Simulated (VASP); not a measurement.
Write the native input for VASP 6.6.1 that does the following.

| Item | Value |
| --- | --- |
| Task | single point |
| Functional | PBE |
| Potentials or basis | VASP PAW PBE potentials, release 64 (Cd, Se) |
| Cutoff | 520 eV |
| k mesh | 10 × 10 × 10 |
| Occupations | gaussian, width 0.05 eV |
| Spin | no spin polarisation |
| Dipole correction | no |
| Further INCAR settings | ALGO = Normal; EDIFF = 1e-07; NBANDS = 16 |

The structure of CdSe lies in POSCAR:

```
CdSe
1.0
    0.0000000000      3.0702711986      3.0702711986
    3.0702711986      0.0000000000      3.0702711986
    3.0702711986      3.0702711986      0.0000000000
Cd Se
1 1
Direct
   -0.0172444050      0.0154953738      0.0135281209
    0.7500000000      0.7500000000      0.7500000000
```

This cell differs from its parent crystal: one atom moved.

One way to write it, as run:

INCAR

```
  ALGO = Normal
  EDIFF = 1E-7
  ENCUT = 520
  GGA = PE
  ISIF = 2
  ISMEAR = 0
  LASPH = T
  LCHARG = T
  LELF = T
  LREAL = F
  LVHAR = T
  LWAVE = F
  NBANDS = 16
  NELM = 80
  PREC = Accurate
  SIGMA = 0.05
```

KPOINTS

```
k-points
0
Gamma
  10 10 10
```

Potentials or basis: VASP PAW PBE potentials, release 64 (Cd, Se).

The run is started by

```console
$ cat potpaw_PBE.64/Cd/POTCAR potpaw_PBE.64/Se/POTCAR > POTCAR
$ mpirun -np 1 vasp_std > vasp.out
```

Results of the run:

```
Pressure               : 1.7 GPa
Largest force          : 0.412 eV/Å
Band gap on the k mesh : 0.52 eV
```

Caveat: the cell differs from its parent crystal (one atom moved); semilocal functionals underestimate gaps, and a narrow one can read as zero.

Wall time 5.2 min on 1 thread of AMD EPYC 7R13 Processor (Zen 3), on a shared host, peak memory 0.54 GiB.
